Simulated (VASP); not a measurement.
# Ti5AlN6 in VASP: a series of runs

Runs on Ti5AlN6. Level: PBE. Tasks: single point.

Program: VASP 6.6.1. These are calculated values, not measurements. Logs are shortened: lines on timing, memory, paths and dates and some standing lists are left out, and cuts for length are marked.

## (1) The cell of the first run

The structure is tetragonal, space group P4/mmm (No. 123). The conventional cell has a = 2.981 Å, b = 2.981 Å, c = 12.734 Å, α = 90.00°, β = 90.00°, γ = 90.00°. Within 2.8 Å of Ti (site symmetry 4mm) lie 6 N at 2.09 to 2.17 Å. Ti (site symmetry 4mm) has 6 N at 2.11 to 2.19 Å within 2.8 Å. Within 2.8 Å of Ti (site symmetry 4/mmm) lie 6 N at 2.11 Å. Within 2.7 Å of Al (site symmetry 4/mmm) lie 6 N at 2.04 to 2.11 Å. Within 2.7 Å of N (site symmetry 4mm) lie 1 Al at 2.04 Å and 5 Ti at 2.11 to 2.19 Å. N (site symmetry 4mm) has 6 Ti at 2.09 to 2.11 Å within 2.8 Å. N (site symmetry 4/mmm) has 6 Ti at 2.11 to 2.14 Å within 2.8 Å. N (site symmetry 4/mmm) has 4 Al at 2.11 Å and 2 Ti at 2.17 Å within 2.8 Å.

## (2) Single point, PBE

Contents of INCAR:

```
SYSTEM = Ti5AlN6
PREC = Accurate ; ENCUT = 600
EDIFF = 1E-6 ; ISMEAR = 0
SIGMA = 0.2 ; LREAL = .False.
LASPH = .True. ; NELM = 120
ALGO = Normal ; ISIF = 2
LWAVE = .False. ; LCHARG = .False.
GGA = PE ; NBANDS = 58
GGA_COMPAT = .False.
```

Contents of KPOINTS:

```
Automatic mesh
0
Gamma
  8 8 2
  0 0 0
```

Contents of POSCAR:

```
Ti5AlN6
1.0
    2.9805092000      0.0000000000      0.0000000000
    0.0000000000      2.9805092000      0.0000000000
    0.0000000000      0.0000000000     12.7342438000
Ti Al N
5 1 6
Direct
    0.5000000000      0.5000000000      0.1701970000
    0.0000000000      0.0000000000      0.3316880000
    0.5000000000      0.5000000000      0.5000000000
    0.0000000000      0.0000000000      0.6683120000
    0.5000000000      0.5000000000      0.8298030000
    0.0000000000      0.0000000000      0.0000000000
    0.0000000000      0.0000000000      0.1598570000
    0.5000000000      0.5000000000      0.3341830000
    0.0000000000      0.0000000000      0.5000000000
    0.5000000000      0.5000000000      0.6658170000
    0.0000000000      0.0000000000      0.8401430000
    0.5000000000      0.5000000000      0.0000000000
```

Potentials or basis: VASP PAW PBE potentials, release 64 (Ti_sv, Al, N).

Started as:

```
> cat potpaw_PBE.64/Ti_sv/POTCAR potpaw_PBE.64/Al/POTCAR potpaw_PBE.64/N/POTCAR > POTCAR
> mpirun -np 1 vasp_std > vasp.out
```

OUTCAR:

```text
SYSTEM = Ti5AlN6
   PREC = Accurate
   ENCUT = 600
   EDIFF = 1E-6
   ISMEAR = 0
   LREAL = .False.
   LASPH = .True.
   NELM = 120
   ISIF = 2
   GGA = PE

 ion  position               nearest neighbor table
   1  0.500  0.500  0.170-   8 2.09   7 2.11   7 2.11   7 2.11   7 2.11  12 2.17   6 3.02   6 3.02
                             6 3.02   6 3.02
   2  0.000  0.000  0.332-   8 2.11   8 2.11   8 2.11   8 2.11   9 2.14   7 2.19
   3  0.500  0.500  0.500-   9 2.11   9 2.11   9 2.11   9 2.11  10 2.11   8 2.11
   4  0.000  0.000  0.668-  10 2.11  10 2.11  10 2.11  10 2.11   9 2.14  11 2.19
   5  0.500  0.500  0.830-  10 2.09  11 2.11  11 2.11  11 2.11  11 2.11  12 2.17   6 3.02   6 3.02
                             6 3.02   6 3.02
   6  0.000  0.000  0.000-   7 2.04  11 2.04  12 2.11  12 2.11  12 2.11  12 2.11   5 3.02   5 3.02
                             1 3.02   5 3.02   1 3.02   1 3.02   5 3.02   1 3.02
   7  0.000  0.000  0.160-   6 2.04   1 2.11   1 2.11   1 2.11   1 2.11   2 2.19
   8  0.500  0.500  0.334-   1 2.09   2 2.11   2 2.11   2 2.11   2 2.11   3 2.11
   9  0.000  0.000  0.500-   3 2.11   3 2.11   3 2.11   3 2.11   4 2.14   2 2.14
  10  0.500  0.500  0.666-   5 2.09   4 2.11   4 2.11   4 2.11   4 2.11   3 2.11
  11  0.000  0.000  0.840-   6 2.04   5 2.11   5 2.11   5 2.11   5 2.11   4 2.19
  12  0.500  0.500  0.000-   6 2.11   6 2.11   6 2.11   6 2.11   1 2.17   5 2.17

  LATTYP: Found a simple tetragonal cell.
 ALAT       =     2.9805092000
 C/A-ratio  =     4.2725061208

  Lattice vectors:

 A1 = (   2.9805092000,   0.0000000000,   0.0000000000)
 A2 = (   0.0000000000,   2.9805092000,   0.0000000000)
 A3 = (   0.0000000000,   0.0000000000,  12.7342438000)

Analysis of symmetry for initial positions (statically):
=====================================================================
 Subroutine PRICEL returns:
 Original cell was already a primitive cell.

 Routine SETGRP: Setting up the symmetry group for a
 simple tetragonal supercell.

 Subroutine GETGRP returns: Found 16 space group operations
 (whereof 16 operations were pure point group operations)
 out of a pool of 16 trial point group operations.

The static configuration has the point symmetry D_4h.

Analysis of symmetry for dynamics (positions and initial velocities):
=====================================================================
 Subroutine PRICEL returns:
 Original cell was already a primitive cell.

 Routine SETGRP: Setting up the symmetry group for a
 simple tetragonal supercell.

 Subroutine GETGRP returns: Found 16 space group operations
 (whereof 16 operations were pure point group operations)
[... 138 lines left out ...]
   EFERMI_NEDOS =   21; number of points for ismear=-14 and -15
   IALGO  =     38    algorithm
   IMIX   =      4    mixing-type and parameters
     AMIX     =   0.40;   BMIX     =  1.00
     AMIX_MAG =   1.60;   BMIX_MAG =  1.00
  volume/ion in A,a.u.               =       9.43        63.62
  Fermi-wavevector in a.u.,A,eV,Ry     =   1.533620  2.898122 32.000774  2.351991
  Thomas-Fermi vector in A             =   2.640662
   LORBIT       =      0    0 simple, 1 ext, 2 COOP (PROOUT), +10 PAW based schemes
   GGA     = PE    functional components
   LHFCALC =     F    Hartree Fock is set to
   AEXX    =    0.0000 exact exchange contribution
   IVDW    =     0    specifies the selected vdW correction
   LEPSILON=     F    determine dielectric tensor
   LRPA    =     F    only Hartree local field effects (RPA)
 non-spin polarized calculation
 Gauss-broadening in eV      SIGMA  =   0.20
  energy-cutoff  :      600.00
  volume of cell :      113.12
 maximum number of plane-waves:      3814
 NGX is ok and might be reduce to    24
   NGX = 11   NGY = 11   NGZ = 51

 number of electron      92.9999982 magnetization

 Free energy of the ion-electron system (eV)
  ---------------------------------------------------
  ext. energy  EPLUGINS =         0.00000000
  ---------------------------------------------------
  free energy    TOTEN  =      -112.32380918 eV

  energy without entropy =     -112.23664170  energy(sigma->0) =     -112.28022544

 E-fermi :  11.3081     XC(G=0): -12.8535

 val. band max:       11.2838932019   @ k =   0.1250   0.0000   0.0000
 cond. band min:      11.3087073445   @ k =   0.1250   0.1250   0.5000
 fundamental gap:      0.0248141426
 Fermi energy:        11.3080745999

 k-point     1 :       0.0000    0.0000    0.0000
  band No.  band energies     occupation
      1     -46.5350      2.00000
      2     -46.4854      2.00000
      3     -46.4793      2.00000
      4     -46.3817      2.00000
      5     -46.3704      2.00000
      6     -23.0128      2.00000
[... 1453 lines left out ...]
     57      13.5516      0.00000
     58      13.5927      0.00000

 [... further k-points ...]

------------------------ aborting loop because EDIFF is reached ----------------------------------------

  FORCE on cell =-STRESS in cart. coord.  units (eV):
  Direction    XX          YY          ZZ          XY          YZ          ZX
  --------------------------------------------------------------------------------------
  -------------------------------------------------------------------------------------
  Total        0.0320243      0.0320243      0.6407468      0.0000000      0.0000000     -0.0000000
  in kB        0.4535608      0.4535608      9.0749231      0.0000000      0.0000000     -0.0000000
  external PRESSURE =       3.3273482 kB  Pullay stress =       0.0000000 kB

 VOLUME and BASIS-vectors are now :
 -----------------------------------------------------------------------------
  energy-cutoff  :      600.00
  volume of cell :      113.12
      direct lattice vectors                 reciprocal lattice vectors
     2.980509200  0.000000000  0.000000000     0.335513140  0.000000000  0.000000000
     0.000000000  2.980509200  0.000000000     0.000000000  0.335513140  0.000000000
     0.000000000  0.000000000 12.734243800     0.000000000  0.000000000  0.078528416

 POSITION                                       TOTAL-FORCE (eV/Angst)
 -----------------------------------------------------------------------------------
      1.49025      1.49025      2.16733        -0.000000      0.000000     -0.008157
      0.00000      0.00000      4.22380        -0.000000     -0.000000     -0.074088
      1.49025      1.49025      6.36712        -0.000000     -0.000000      0.000000
      0.00000      0.00000      8.51045        -0.000000     -0.000000      0.074088
      1.49025      1.49025     10.56691         0.000000      0.000000      0.008157
      0.00000      0.00000      0.00000        -0.000000     -0.000000      0.000000
      0.00000      0.00000      2.03566        -0.000000     -0.000000     -0.040965
      1.49025      1.49025      4.25557         0.000000      0.000000      0.038803
      0.00000      0.00000      6.36712        -0.000000     -0.000000      0.000000
      1.49025      1.49025      8.47868        -0.000000      0.000000     -0.038803
      0.00000      0.00000     10.69859        -0.000000     -0.000000      0.040965
      1.49025      1.49025      0.00000        -0.000000     -0.000000      0.000000
 -----------------------------------------------------------------------------------
    total drift:                                0.000000     -0.000000      0.000000

  FREE ENERGIE OF THE ION-ELECTRON SYSTEM (eV)
  ---------------------------------------------------
  free  energy   TOTEN  =      -112.3238091793 eV

  energy  without entropy=     -112.2366417024  energy(sigma->0) =     -112.28022544
```

stdout:

```text
POSCAR found type information on POSCAR TiAlN
 POSCAR found :  3 types and      12 ions
 scaLAPACK will be used
 LDA part: xc-table for (Slater+PW92), standard interpolation
 POSCAR, INCAR and KPOINTS ok, starting setup
 FFT: planning ... GRIDC
 FFT: planning ... GRID_SOFT
 FFT: planning ... GRID
 WAVECAR not read
 entering main loop
```

Run time: 5.7 min. Hardware: 1 thread of Oxide Virtual Turin-like, shared host; peak memory 0.31 GiB.

Results:

```yaml
Free_energy: -112.3238 eV
Pressure: 0.3 GPa
Largest_force: 0.074 eV/Å
Band_gap_on_the_k_mesh: zero (an odd number of electrons rules out a gap without spin polarisation)
```

Forces on the atoms (eV/Å):
```
Ti   0.000  0.000 -0.008
Ti   0.000  0.000 -0.074
Ti   0.000  0.000  0.000
Ti   0.000  0.000  0.074
Ti   0.000  0.000  0.008
Al   0.000  0.000  0.000
N    0.000  0.000 -0.041
N    0.000  0.000  0.039
N    0.000  0.000  0.000
N    0.000  0.000 -0.039
N    0.000  0.000  0.041
N    0.000  0.000  0.000
```

Stress tensor (GPa, compression positive):
```
0.05 0.00 0.00
0.00 0.05 0.00
0.00 0.00 0.91
```

Levels at points of the mesh, in eV from the Fermi level:
```
           k point  band 42  band 43  band 44  band 45  band 46  band 47  band 48  band 49  band 50  band 51
(0.00, 0.00, 0.00)    -2.69    -2.61    -2.02    -1.88    -1.88    -1.87    -1.27    -0.84    -0.34    -0.34
(0.50, 0.00, 0.00)    -4.14    -3.98    -2.75     0.99     1.20     1.50     1.54     1.54     1.55     1.56
(0.50, 0.50, 0.00)    -3.32    -3.32    -2.93    -2.76    -2.76    -0.70    -0.70     0.54     0.54     1.76
(0.00, 0.00, 0.50)    -2.64    -2.38    -2.38    -2.13    -2.13    -1.97    -1.32    -0.82    -0.07    -0.07
(0.50, 0.00, 0.50)    -4.16    -3.95    -2.75     1.16     1.19     1.24     1.42     1.46     1.54     1.59
(0.50, 0.50, 0.50)    -4.03    -3.96    -3.33    -2.09    -2.09    -1.25    -1.25     0.93     0.93     1.81
```

Caveat: an odd number of electrons without spin polarisation forces a metal; a magnetic or distorted state may lie lower.

## (3) Single point, PBE

Contents of INCAR:

```
  PREC = Accurate
  ENCUT = 600
  EDIFF = 1E-6
  ISMEAR = 0
  SIGMA = 0.2
  LREAL = False
  LASPH = True
  NELM = 120
  ALGO = Normal
  ISIF = 2
  LWAVE = False
  LCHARG = True
  GGA = PE
  LELF = True
  LVHAR = True
  NBANDS = 58
  GGA_COMPAT = False
```

Contents of KPOINTS:

```
Automatic mesh
0
Gamma
  8 8 2
```

Contents of POSCAR:

```
Ti5AlN6
1.0
    2.9779310105     -0.0007299268     -0.0007466998
   -0.0007288353      2.9780231547     -0.0001030033
   -0.0026341105     -0.0004690428     12.7598620542
Ti Al N
5 1 6
Direct
    0.5000335996      0.5000023728      0.1701841084
    0.0000227897      0.0000057465      0.3311272152
    0.5000022361      0.5000069187      0.5000006992
   -0.0000204790      0.0000013171      0.6688724755
    0.4999561364      0.4999903397      0.8298176584
   -0.0000103134     -0.0000401544     -0.0000000356
    0.0000424291      0.0000021911      0.1595871226
    0.5000284337      0.5000057578      0.3344106971
    0.0000028711      0.0000078478      0.4999995667
    0.4999737575      0.5000002995      0.6655897009
   -0.0000417496     -0.0000010675      0.8404117026
    0.5000102885      0.5000184307     -0.0000009111
```

Potentials or basis: VASP PAW PBE potentials, release 64 (Ti_sv, Al, N).

Started as:

```
> cat potpaw_PBE.64/Ti_sv/POTCAR potpaw_PBE.64/Al/POTCAR potpaw_PBE.64/N/POTCAR > POTCAR
> mpirun -np 1 vasp_std > vasp.out
```

Run time: 16 min. Hardware: 1 thread of Oxide Virtual Turin-like, shared host; peak memory 0.49 GiB.

The run converged. Its results:

```
Free energy            : -112.3251 eV
Pressure               : 0.2 GPa
Largest force          : 0.012 eV/Å
Band gap on the k mesh : zero (an odd number of electrons rules out a gap without spin polarisation)
```

Forces in eV/Å, atoms in the order of the input:
```
Ti   0.000  0.000 -0.008
Ti   0.000  0.000 -0.005
Ti   0.000  0.000  0.000
Ti   0.000  0.000  0.004
Ti   0.000  0.000  0.008
Al   0.000  0.001  0.000
N    0.000  0.000 -0.008
N    0.000  0.000 -0.012
N    0.000  0.000  0.000
N    0.000  0.000  0.012
N    0.000  0.000  0.008
N    0.000 -0.001  0.000
```

Stress tensor (GPa, compression positive):
```
0.32 0.10 0.08
0.10 0.31 0.01
0.08 0.01 0.07
```

Levels at points of the mesh, in eV from the Fermi level:
| k point | band 42 | band 43 | band 44 | band 45 | band 46 | band 47 | band 48 | band 49 | band 50 | band 51 |
| --- | --- | --- | --- | --- | --- | --- | --- | --- | --- | --- |
| (0.00, 0.00, 0.00) | -2.68 | -2.61 | -2.02 | -1.88 | -1.88 | -1.87 | -1.27 | -0.86 | -0.34 | -0.33 |
| (0.50, 0.00, 0.00) | -4.14 | -3.98 | -2.73 | 0.99 | 1.21 | 1.50 | 1.53 | 1.53 | 1.55 | 1.56 |
| (0.00, 0.50, 0.00) | -4.14 | -3.98 | -2.73 | 0.99 | 1.21 | 1.50 | 1.53 | 1.53 | 1.55 | 1.56 |
| (0.50, 0.50, 0.00) | -3.33 | -3.33 | -2.93 | -2.76 | -2.76 | -0.75 | -0.75 | 0.53 | 0.53 | 1.76 |
| (0.00, 0.00, 0.50) | -2.64 | -2.36 | -2.36 | -2.12 | -2.12 | -1.98 | -1.32 | -0.83 | -0.06 | -0.06 |
| (0.50, 0.00, 0.50) | -4.16 | -3.95 | -2.73 | 1.15 | 1.20 | 1.24 | 1.43 | 1.48 | 1.54 | 1.58 |
| (0.00, 0.50, 0.50) | -4.16 | -3.95 | -2.73 | 1.15 | 1.20 | 1.24 | 1.43 | 1.48 | 1.54 | 1.58 |
| (0.50, 0.50, 0.50) | -4.02 | -3.95 | -3.33 | -2.09 | -2.09 | -1.29 | -1.29 | 0.91 | 0.91 | 1.82 |

Caveat: an odd number of electrons without spin polarisation forces a metal; a magnetic or distorted state may lie lower.

The gap in the log of VASP goes by the Fermi energy; the results here count the filled bands.